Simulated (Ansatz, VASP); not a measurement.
## One calculation of Rh, two programs

File INCAR:

```
  PREC = Accurate
  ENCUT = 520
  EDIFF = 1E-6
  ISMEAR = 0
  SIGMA = 0.15
  LREAL = False
  LASPH = True
  NELM = 80
  ALGO = Fast
  ISIF = 2
  LWAVE = False
  LCHARG = False
  NBANDS = 14
```

KPOINTS

```
Automatic mesh
0
Gamma
  22 22 22
```

POSCAR

```
Rh
1.0
    0.0000000000      1.9404075645      1.6627352420
    1.9404075645      0.0000000000      1.6627352420
    1.9404075645      1.9404075645      0.0000000000
Rh
1
Direct
    0.0000000000      0.0000000000      0.0000000000
```

Input for Ansatz:

```yaml
crystal:
  lattice:
    - [0.0, 1.9404075645, 1.662735242]
    - [1.9404075645, 0.0, 1.662735242]
    - [1.9404075645, 1.9404075645, 0.0]
  atoms:
    - { symbol: Rh, position: [0.0, 0.0, 0.0] }
basis:
  ecutwfc: 420
kpoints:
  mp_grid: { grid: [22, 22, 22] }
hamiltonian:
  xc: lda
  pseudopotentials: { kind: paw, azcp: { folder: soft_1 } }
scf:
  occupations: { method: gaussian, width: 0.15 }
output:
  forces: true
  stress: true
  eigenvalues: true
```

Alike in both runs: task single point; functional LDA; k mesh 22 × 22 × 22; occupations gaussian, width 0.15 eV; no spin polarisation.

```csv
,VASP,Ansatz
version,VASP 6.6.1,Ansatz 0.2.0
potentials or method,"VASP PAW LDA potentials, release 64 (Rh_pv), cutoff 520 eV","scalar-relativistic, plane waves, PAW"
valence electrons in the cell,15,17
```

VASP gave:

- gap on the k mesh at the Fermi level (eV): none
- pressure (GPa): 24.5
- traceless stress, the component that is largest in VASP (GPa): 24.10

What did Ansatz give for the same quantities?

gap on the k mesh at the Fermi level (eV): none; pressure (GPa): 23.6; traceless stress, the component that is largest in VASP (GPa): 24.16.

Ansatz warns that its potentials were made for another functional, while VASP's fit it. LDA's correlation is that of Perdew and Zunger in VASP and of Perdew and Wang (1992) in Ansatz. A gap of «none» marks a metal or a gap that the smearing closes. VASP's potentials hold 15 valence electrons a cell and Ansatz's 17, so a difference there can come from the potentials and not from the codes.
